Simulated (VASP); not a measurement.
Set up this calculation in VASP 6.6.1, as the native input.

```yaml
Task: single point
Functional: LDA
Potentials_or_basis: VASP PAW LDA potentials, release 64 (Hf_pv, O)
Cutoff: 520 eV
k_mesh: 6 × 6 × 6
Occupations: gaussian, width 0.05 eV
Spin: no spin polarisation
Dipole_correction: no
Further_INCAR_settings: ALGO = Normal; EDIFF = 1e-06; NBANDS = 56
```

The structure of HfO2 lies in POSCAR:

```
HfO2
1.0
    5.1150000000      0.0000000000      0.0000000000
    0.0000000000     -5.1150000000      0.0000000000
    0.0000000000      0.0000000000     -5.1150000000
Hf O
4 8
Direct
   -0.0276483590      0.4723516410      0.5000000000
    0.5000000000      0.0000000000      0.5000000000
    0.5000000000      0.5000000000      0.0000000000
    0.0000000000      0.0000000000      0.0000000000
    0.2500000000      0.2500000000      0.2500000000
    0.7500000000      0.7500000000      0.2500000000
    0.7500000000      0.2500000000      0.7500000000
    0.2500000000      0.7500000000      0.7500000000
    0.7500000000      0.7500000000      0.7500000000
    0.2500000000      0.2500000000      0.7500000000
    0.2500000000      0.7500000000      0.2500000000
    0.7500000000      0.2500000000      0.2500000000
```

This cell differs from its parent crystal: atom 1 (Hf) moved -0.200 Å along Cartesian [1 -1 0].

These files were run (other wordings do the same):

INCAR

```
SYSTEM = HfO2
PREC = Accurate
ENCUT = 520
EDIFF = 1E-6
ISMEAR = 0
SIGMA = 0.05
LREAL = .FALSE.
LASPH = .TRUE.
NELM = 80
ALGO = Normal
ISIF = 2
LWAVE = .FALSE.
LCHARG = .TRUE.
LELF = .TRUE.
LVHAR = .TRUE.
NBANDS = 56
```

KPOINTS

```
regular mesh
0
G
  6 6 6
  0 0 0
```

Potentials or basis: VASP PAW LDA potentials, release 64 (Hf_pv, O).

Run with:

```console
$ cat potpaw_LDA.64/Hf_pv/POTCAR potpaw_LDA.64/O/POTCAR > POTCAR
$ mpirun -np 1 vasp_std > vasp.out
```

Results of the run:

| Item | Value |
| --- | --- |
| Pressure | -18.1 GPa |
| Largest force | 2.753 eV/Å |
| Band gap on the k mesh | 3.25 eV, direct |

Caveat: the cell differs from its parent crystal (atom 1 (Hf) moved -0.200 Å along Cartesian [1 -1 0]); spin-orbit coupling is left out, which moves the levels of the heavy elements; forces of over 1 eV/Å act on the atoms, so gaps and moduli don't describe the material at rest.

It took 2.8 min on 1 thread of Intel(R) Xeon(R) 6975P-C (Granite Rapids), with other jobs on the host, peak memory 0.38 GiB.
